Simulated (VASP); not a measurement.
# GaN (F-43m) in VASP: notebook

Runs on GaN. Level: PBEsol. Tasks: single point, relaxation of cell and atoms.

Everything below comes from runs of VASP 6.6.1. Logs are shortened: lines on timing, memory, paths and dates and some standing lists are left out, and cuts for length are marked.

### 1 The cell of the first run

The structure is cubic, space group F-43m (No. 216). The conventional cell has a = 4.427 Å, b = 4.427 Å, c = 4.427 Å, α = 90.00°, β = 90.00°, γ = 90.00°. Within 2.5 Å of Ga (site symmetry -43m) lie 4 N at 1.92 Å. N (site symmetry -43m) has 4 Ga at 1.92 Å within 2.5 Å.

### 2 Single point, PBEsol

INCAR reads:

```
SYSTEM = GaN
ALGO = Normal
EDIFF = 1E-6
ENCUT = 520
GGA = PS
ISIF = 2
ISMEAR = -1
LASPH = .True.
LCHARG = .False.
LREAL = .False.
LWAVE = .False.
NBANDS = 16
NELM = 100
PREC = Accurate
SIGMA = 0.05
```

KPOINTS reads:

```
k-points
0
Gamma
  10 10 10
  0 0 0
```

POSCAR reads:

```
GaN
1.0
    0.0000000000      2.2134787508      2.2134787508
    2.2134787508      0.0000000000      2.2134787508
    2.2134787508      2.2134787508      0.0000000000
Ga N
1 1
Direct
    0.0000000000      0.0000000000      0.0000000000
    0.2500000000      0.2500000000      0.2500000000
```

Potentials or basis: VASP PAW PBE potentials, release 64 (Ga_d, N).

Command:

```bash
$ cat potpaw_PBE.64/Ga_d/POTCAR potpaw_PBE.64/N/POTCAR > POTCAR
$ mpirun -np 1 vasp_std > vasp.out
```

OUTCAR:

```text
SYSTEM = GaN
   EDIFF = 1E-6
   ENCUT = 520
   GGA = PS
   ISIF = 2
   ISMEAR = -1
   LASPH = .True.
   LREAL = .False.
   NELM = 100
   PREC = Accurate

 ion  position               nearest neighbor table
   1  0.000  0.000  0.000-   2 1.92   2 1.92   2 1.92   2 1.92
   2  0.250  0.250  0.250-   1 1.92   1 1.92   1 1.92   1 1.92

  LATTYP: Found a face centered cubic cell.
 ALAT       =     4.4269575016

  Lattice vectors:

 A1 = (   0.0000000000,   2.2134787508,   2.2134787508)
 A2 = (   2.2134787508,   0.0000000000,   2.2134787508)
 A3 = (   2.2134787508,   2.2134787508,   0.0000000000)

Analysis of symmetry for initial positions (statically):
=====================================================================
 Subroutine PRICEL returns:
 Original cell was already a primitive cell.

 Routine SETGRP: Setting up the symmetry group for a
 face centered cubic supercell.

 Subroutine GETGRP returns: Found 24 space group operations
 (whereof 24 operations were pure point group operations)
 out of a pool of 48 trial point group operations.

The static configuration has the point symmetry T_d .

Analysis of symmetry for dynamics (positions and initial velocities):
=====================================================================
 Subroutine PRICEL returns:
 Original cell was already a primitive cell.

 Routine SETGRP: Setting up the symmetry group for a
 face centered cubic supercell.

 Subroutine GETGRP returns: Found 24 space group operations
 (whereof 24 operations were pure point group operations)
 out of a pool of 48 trial point group operations.

The dynamic configuration has the point symmetry T_d .

 Subroutine INISYM returns: Found 24 space group operations
 (whereof 24 operations are pure point group operations),
 and found     1 'primitive' translations

----------------------------------------------------------------------------------------

                                     Primitive cell

  volume of cell :      21.6898

  direct lattice vectors                    reciprocal lattice vectors
     0.000000000  2.213478751  2.213478751    -0.225888773  0.225888773  0.225888773
     2.213478751  0.000000000  2.213478751     0.225888773 -0.225888773  0.225888773
     2.213478751  2.213478751  0.000000000     0.225888773  0.225888773 -0.225888773

  length of vectors
     3.130331669  3.130331669  3.130331669     0.391250832  0.391250832  0.391250832

[... 78 lines left out ...]
   ENCUT  =  520.0 eV  38.22 Ry    6.18 a.u.   5.82  5.82  5.82*2*pi/ulx,y,z
   NELM   =    100;   NELMIN=  2; NELMDL= -5     # of ELM steps
   EDIFF  = 0.1E-05   stopping-criterion for ELM
   LREAL  =      F    real-space projection
   EDIFFG = 0.1E-04   stopping-criterion for IOM
   NSW    =      0    number of steps for IOM
   IBRION =     -1    ionic relax: 0-MD 1-quasi-New 2-CG
   NFREE  =      0    steps in history (QN), initial steepest desc. (CG)
   ISIF   =      2    stress and relaxation
   ISYM   =      2    0-nonsym 1-usesym 2-fastsym
   POTIM  = 0.5000    time-step for ionic-motion
   TEBEG  =    0.0;   TEEND  =   0.0 temperature during run
   PSTRESS=    0.0 pullay stress
   NELECT =      18.0000    total number of electrons
   NUPDOWN=      -1.0000    fix difference up-down
   EMIN   =  10.00;   EMAX   =-10.00  energy-range for DOS
   EFERMI =   0.00;   METHOD = LEGACY
   ISMEAR =    -1;   SIGMA  =   0.05  broadening in eV -4-tet -1-fermi 0-gaus
   EFERMI_NEDOS =   21; number of points for ismear=-14 and -15
   IALGO  =     38    algorithm
   IMIX   =      4    mixing-type and parameters
     AMIX     =   0.40;   BMIX     =  1.00
     AMIX_MAG =   1.60;   BMIX_MAG =  1.00
  volume/ion in A,a.u.               =      10.84        73.19
  Fermi-wavevector in a.u.,A,eV,Ry     =   1.538439  2.907228 32.202199  2.366795
  Thomas-Fermi vector in A             =   2.644807
   LORBIT       =      0    0 simple, 1 ext, 2 COOP (PROOUT), +10 PAW based schemes
   GGA     = PS    functional components
   LHFCALC =     F    Hartree Fock is set to
   AEXX    =    0.0000 exact exchange contribution
   IVDW    =     0    specifies the selected vdW correction
   LEPSILON=     F    determine dielectric tensor
   LRPA    =     F    only Hartree local field effects (RPA)
 non-spin polarized calculation
  energy-cutoff  :      520.00
  volume of cell :       21.69
 maximum number of plane-waves:       596
   NGX = 11   NGY = 11   NGZ = 11

 number of electron      18.0000011 magnetization

 Free energy of the ion-electron system (eV)
  ---------------------------------------------------
  ext. energy  EPLUGINS =         0.00000000
  ---------------------------------------------------
  free energy    TOTEN  =       -13.09169472 eV

  energy without entropy =      -13.09169472  energy(sigma->0) =      -13.09169472

 E-fermi :   6.7221     XC(G=0): -12.1935

 val. band max:        5.7540572563   @ k =   0.0000   0.0000   0.0000
 cond. band min:       7.7808412531   @ k =   0.0000   0.0000   0.0000
 fundamental gap:      2.0267839969
 Fermi energy:         6.7221325001

 k-point     1 :       0.0000    0.0000    0.0000
  band No.  band energies     occupation
      1     -10.6578      2.00000
      2      -7.7115      2.00000
      3      -7.7115      2.00000
      4      -7.7115      2.00000
      5      -7.3273      2.00000
      6      -7.3273      2.00000
[... 433 lines left out ...]
      3      -7.4462      2.00000
      4      -7.4444      2.00000
      5      -7.2562      2.00000
      6      -6.4770      2.00000
[... 8 lines left out ...]
     15      28.6769      0.00000
     16      28.8340      0.00000

 [... further k-points ...]

------------------------ aborting loop because EDIFF is reached ----------------------------------------

  FORCE on cell =-STRESS in cart. coord.  units (eV):
  Direction    XX          YY          ZZ          XY          YZ          ZX
  --------------------------------------------------------------------------------------
  -------------------------------------------------------------------------------------
  Total        1.3180250      1.3180250      1.3180250      0.0000000      0.0000000      0.0000000
  in kB       97.3594591     97.3594591     97.3594591      0.0000000      0.0000000      0.0000000
  external PRESSURE =      97.3594591 kB  Pullay stress =       0.0000000 kB

 VOLUME and BASIS-vectors are now :
 -----------------------------------------------------------------------------
  energy-cutoff  :      520.00
  volume of cell :       21.69
      direct lattice vectors                 reciprocal lattice vectors
     0.000000000  2.213478751  2.213478751    -0.225888773  0.225888773  0.225888773
     2.213478751  0.000000000  2.213478751     0.225888773 -0.225888773  0.225888773
     2.213478751  2.213478751  0.000000000     0.225888773  0.225888773 -0.225888773

 POSITION                                       TOTAL-FORCE (eV/Angst)
 -----------------------------------------------------------------------------------
      0.00000      0.00000      0.00000        -0.000000     -0.000000     -0.000000
      1.10674      1.10674      1.10674         0.000000      0.000000      0.000000
 -----------------------------------------------------------------------------------
    total drift:                                0.000001      0.000001      0.000001

  FREE ENERGIE OF THE ION-ELECTRON SYSTEM (eV)
  ---------------------------------------------------
  free  energy   TOTEN  =       -13.0916947214 eV

  energy  without entropy=      -13.0916947214  energy(sigma->0) =      -13.09169472
```

Wall time 11 s (1 thread of Intel Xeon 6975P-C, shared host); peak memory 0.14 GiB.

What came out:

| Property | Result |
| --- | --- |
| Free energy | -13.0917 eV |
| Pressure | 9.7 GPa |
| Band gap on the k mesh | 2.03 eV, direct |

Levels at points of the mesh, in eV from the valence-band top:
| k point | band 5 | band 6 | band 7 | band 8 | band 9 | band 10 | band 11 | band 12 | band 13 | band 14 |
| --- | --- | --- | --- | --- | --- | --- | --- | --- | --- | --- |
| (0.00, 0.00, 0.00) | -13.08 | -13.08 | 0.00 | 0.00 | 0.00 | 2.03 | 10.54 | 10.54 | 10.54 | 18.10 |
| (0.50, 0.00, 0.00) | -13.03 | -11.83 | -7.48 | -1.05 | -1.05 | 4.93 | 8.90 | 10.54 | 10.54 | 15.90 |
| (0.50, 0.50, 0.00) | -12.99 | -11.41 | -6.41 | -2.93 | -2.93 | 3.24 | 6.87 | 11.97 | 14.45 | 14.45 |

Caveat: the PAW data sets were made with another functional, which shifts forces and pressure a little.

### 3 Single point, PBEsol

This run uses another cell than the first one, of 11.38 Å³/atom, 1.049 times its volume.

INCAR reads:

```
  PREC = Accurate
  ENCUT = 520
  EDIFF = 1E-7
  ISMEAR = -1
  SIGMA = 0.05
  LREAL = F
  LASPH = T
  NELM = 100
  ALGO = Normal
  ISIF = 2
  LWAVE = F
  LCHARG = F
  GGA = PS
  NBANDS = 16
```

KPOINTS reads:

```
regular mesh
0
Gamma
  10 10 10
```

POSCAR reads:

```
GaN
1.0
    0.0000000000      2.2491150661      2.2491150661
    2.2491150661      0.0000000000      2.2491150661
    2.2491150661      2.2491150661      0.0000000000
Ga N
1 1
Direct
    0.0000000000      0.0000000000      0.0000000000
    0.2500000000      0.2500000000      0.2500000000
```

Potentials or basis: VASP PAW PBE potentials, release 64 (Ga_d, N).

Command:

```bash
$ cat potpaw_PBE.64/Ga_d/POTCAR potpaw_PBE.64/N/POTCAR > POTCAR
$ mpirun -np 1 vasp_std > vasp.out
```

OUTCAR:

```text
PREC = Accurate
   ENCUT = 520
   EDIFF = 1E-7
   ISMEAR = -1
   LREAL = F
   LASPH = T
   NELM = 100
   ISIF = 2
   GGA = PS

 ion  position               nearest neighbor table
   1  0.000  0.000  0.000-   2 1.95   2 1.95   2 1.95   2 1.95
   2  0.250  0.250  0.250-   1 1.95   1 1.95   1 1.95   1 1.95

  LATTYP: Found a face centered cubic cell.
 ALAT       =     4.4982301322

  Lattice vectors:

 A1 = (   0.0000000000,   2.2491150661,   2.2491150661)
 A2 = (   2.2491150661,   0.0000000000,   2.2491150661)
 A3 = (   2.2491150661,   2.2491150661,   0.0000000000)

Analysis of symmetry for initial positions (statically):
=====================================================================
 Subroutine PRICEL returns:
 Original cell was already a primitive cell.

 Routine SETGRP: Setting up the symmetry group for a
 face centered cubic supercell.

 Subroutine GETGRP returns: Found 24 space group operations
 (whereof 24 operations were pure point group operations)
[... 152 lines left out ...]

 number of electron      18.0000008 magnetization

 Free energy of the ion-electron system (eV)
  ---------------------------------------------------
  ext. energy  EPLUGINS =         0.00000000
  ---------------------------------------------------
  free energy    TOTEN  =       -13.12251789 eV

  energy without entropy =      -13.12251789  energy(sigma->0) =      -13.12251789

 E-fermi :   6.1201     XC(G=0): -11.9334

 val. band max:        5.2131764284   @ k =   0.0000   0.0000   0.0000
 cond. band min:       6.9335473566   @ k =   0.0000   0.0000   0.0000
 fundamental gap:      1.7203709283
 Fermi energy:         6.1200759566

 k-point     1 :       0.0000    0.0000    0.0000
  band No.  band energies     occupation
      1     -10.7692      2.00000
      2      -8.1951      2.00000
      3      -8.1951      2.00000
      4      -8.1951      2.00000
      5      -7.8640      2.00000
      6      -7.8640      2.00000
[... 433 lines left out ...]
      3      -7.9641      2.00000
      4      -7.9633      2.00000
      5      -7.8017      2.00000
      6      -6.9562      2.00000
[... 8 lines left out ...]
     15      27.5013      0.00000
     16      27.6098      0.00000

 [... further k-points ...]
[... 5 lines left out ...]
  --------------------------------------------------------------------------------------
  -------------------------------------------------------------------------------------
  Total       -0.0333028     -0.0333028     -0.0333028      0.0000000      0.0000000     -0.0000000
  in kB       -2.3449095     -2.3449095     -2.3449095      0.0000000      0.0000000     -0.0000000
  external PRESSURE =      -2.3449095 kB  Pullay stress =       0.0000000 kB

 VOLUME and BASIS-vectors are now :
 -----------------------------------------------------------------------------
  energy-cutoff  :      520.00
  volume of cell :       22.75
      direct lattice vectors                 reciprocal lattice vectors
     0.000000000  2.249115066  2.249115066    -0.222309657  0.222309657  0.222309657
     2.249115066  0.000000000  2.249115066     0.222309657 -0.222309657  0.222309657
     2.249115066  2.249115066  0.000000000     0.222309657  0.222309657 -0.222309657

 POSITION                                       TOTAL-FORCE (eV/Angst)
 -----------------------------------------------------------------------------------
      0.00000      0.00000      0.00000        -0.000000     -0.000000     -0.000000
      1.12456      1.12456      1.12456         0.000000      0.000000      0.000000
 -----------------------------------------------------------------------------------
    total drift:                                0.000001      0.000001      0.000001

  FREE ENERGIE OF THE ION-ELECTRON SYSTEM (eV)
  ---------------------------------------------------
  free  energy   TOTEN  =       -13.1225178892 eV

  energy  without entropy=      -13.1225178889  energy(sigma->0) =      -13.12251789
```

Run time: 12 s. Hardware: 1 thread of Intel Xeon 6975P-C, shared host; peak memory 0.15 GiB.

What came out:

| Item | Value |
| --- | --- |
| Free energy | -13.1225 eV |
| Pressure | -0.2 GPa |
| Band gap on the k mesh | 1.72 eV, direct |

Levels at points of the mesh, in eV from the valence-band top:
```tsv
k point	band 5	band 6	band 7	band 8	band 9	band 10	band 11	band 12	band 13	band 14
(0.00, 0.00, 0.00)	-13.08	-13.08	0.00	0.00	0.00	1.72	10.24	10.24	10.24	17.46
(0.50, 0.00, 0.00)	-13.03	-11.83	-7.15	-0.99	-0.99	4.60	8.66	10.29	10.29	15.48
(0.50, 0.50, 0.00)	-13.00	-11.40	-6.20	-2.75	-2.75	3.23	6.60	11.62	13.94	13.94
```

Caveat: the PAW data sets were made with another functional, which shifts forces and pressure a little. PBEsol gaps usually lie below the measured ones, often by a third to a half.

### 4 Single point, PBEsol

This run uses another cell than the first one, of 11.26 Å³/atom, 1.038 times its volume.

INCAR reads:

```
ALGO = Normal
EDIFF = 1E-6
ENCUT = 520
GGA = PS
ISIF = 2
ISMEAR = -1
LASPH = T
LCHARG = F
LREAL = F
LWAVE = F
NBANDS = 16
NELM = 60
PREC = Accurate
SIGMA = 0.05
```

KPOINTS reads:

```
k-points
0
Gamma
  10 10 10
```

POSCAR reads:

```
GaN
1.0
    0.0000000000      2.2414092924      2.2414092924
    2.2414092924      0.0000000000      2.2414092924
    2.2414092924      2.2414092924      0.0000000000
Ga N
1 1
Direct
    0.0000000000      0.0000000000      0.0000000000
    0.2500000000      0.2500000000      0.2500000000
```

Command:

```bash
$ cat potpaw_PBE.64/Ga_d/POTCAR potpaw_PBE.64/N/POTCAR > POTCAR
$ mpirun -np 1 vasp_std > vasp.out
```

It took 12 s on 1 thread of Intel Xeon 6975P-C, shared host; peak memory 0.15 GiB.

Results (log left out):

```
Free energy            : -13.1213 eV
Pressure               : 1.7 GPa
Band gap on the k mesh : 1.79 eV, direct
```

Levels at points of the mesh, in eV from the valence-band top:
```
           k point  band 6  band 7  band 8  band 9  band 10  band 11  band 12  band 13
(0.00, 0.00, 0.00)  -13.08    0.00    0.00    0.00     1.79    10.30    10.30    10.30
(0.50, 0.00, 0.00)  -11.83   -7.22   -1.00   -1.00     4.67     8.71    10.35    10.35
(0.50, 0.50, 0.00)  -11.40   -6.25   -2.79   -2.79     3.23     6.65    11.69    14.05
```

Caveat: the PAW data sets were made with another functional, which shifts forces and pressure a little.

### 5 Relaxation of cell and atoms, PBEsol, target pressure 2 GPa, at which the enthalpy is minimised

This run uses another cell than the first one, of 11.44 Å³/atom, 1.055 times its volume.

INCAR reads:

```
SYSTEM = GaN
PREC = Accurate
ENCUT = 600
EDIFF = 1E-7
ISMEAR = -1
SIGMA = 0.05
LREAL = .FALSE.
LASPH = .TRUE.
NELM = 60
ALGO = Normal
ISIF = 3
LWAVE = .FALSE.
LCHARG = .FALSE.
GGA = PS
IBRION = 2
NSW = 60
EDIFFG = -0.01
PSTRESS = 20.0
```

KPOINTS reads:

```
Automatic mesh
0
G
  10 10 10
  0 0 0
```

POSCAR reads:

```
GaN
1.0
    0.0000000000      2.2535006075      2.2535006075
    2.2535006075      0.0000000000      2.2535006075
    2.2535006075      2.2535006075      0.0000000000
Ga N
1 1
Direct
    0.0000000000      0.0000000000      0.0000000000
    0.2500000000      0.2500000000      0.2500000000
```

Command:

```bash
$ cat potpaw_PBE.64/Ga_d/POTCAR potpaw_PBE.64/N/POTCAR > POTCAR
$ mpirun -np 1 vasp_std > vasp.out
```

Run time: 69 s. Hardware: 1 thread of Intel Xeon 6975P-C, shared host; peak memory 0.18 GiB.

It converged, with:

| Property | Result |
| --- | --- |
| Free energy | -13.1230 eV |
| Relaxed volume | 11.23 Å³/atom |
| Relaxed cell | a = 3.167 Å, b = 3.167 Å, c = 3.167 Å, α = 60.00°, β = 60.00°, γ = 60.00° |
| Space group after relaxing (to 0.05 Å) | F-43m (No. 216) |
| Energy change on relaxing (the enthalpy is what falls) | +0.4 meV/atom |
| Ionic steps | 6 |
| Pressure after relaxing | 2.1 GPa |
| Band gap on the k mesh | 1.80 eV, direct |

The path:
```tsv
step	energy change (eV)	largest force (eV/Å)	pressure (GPa)	volume (Å³)
1	0.0000	0.0000	-1.50	22.89
2	0.0102	0.0000	5.67	22.07
3	0.0006	0.0000	1.53	22.47
4	0.0012	0.0000	2.46	22.43
5	0.0009	0.0000	2.16	22.45
6	0.0008	0.0000	2.10	22.46
```

Final structure:
```
Ga N
1.0
     0.00000    2.23932    2.23932
     2.23932    0.00000    2.23932
     2.23932    2.23932    0.00000
Ga N
1 1
Direct
  0.00000 0.00000 0.00000
  0.25000 0.25000 0.25000
```

Levels at points of the mesh, in eV from the valence-band top:
| k point | band 6 | band 7 | band 8 | band 9 | band 10 | band 11 | band 12 | band 13 |
| --- | --- | --- | --- | --- | --- | --- | --- | --- |
| (0.00, 0.00, 0.00) | -13.08 | 0.00 | 0.00 | 0.00 | 1.80 | 10.32 | 10.32 | 10.32 |
| (0.50, 0.00, 0.00) | -11.83 | -7.24 | -1.00 | -1.00 | 4.69 | 8.73 | 10.36 | 10.36 |
| (0.50, 0.50, 0.00) | -11.40 | -6.26 | -2.80 | -2.80 | 3.23 | 6.67 | 11.71 | 14.08 |

Caveat: the cell is relaxed towards a set pressure, so the enthalpy falls and the energy may rise; the PAW data sets were made with another functional, which shifts forces and pressure a little.

### 6 Summary

```csv
task,cell,cutoff (eV),gap on the mesh (eV),pressure (GPa)
single point,"a = 3.130 Å, angles 60.0°, 2 atoms",520,2.03,9.7
single point,"a = 3.181 Å, angles 60.0°, 2 atoms",520,1.72,-0.2
single point,"a = 3.170 Å, angles 60.0°, 2 atoms",520,1.79,1.7
relaxation of cell and atoms,"relaxed to 2 GPa from a = 3.187 Å, angles 60.0°, 2 atoms",600,1.80,2.1
```

Alike in all rows: level PBEsol; potentials or basis VASP PAW PBE potentials, release 64 (Ga_d, N); no spin polarisation; k mesh 10 × 10 × 10; smearing fermi-dirac 0.05 eV.

Caveats: the PAW data sets were made with another functional, which shifts forces and pressure a little; the cell is relaxed towards a set pressure, so the enthalpy falls and the energy may rise (some runs).

Absolute energies hang on the potentials; compare differences alone.
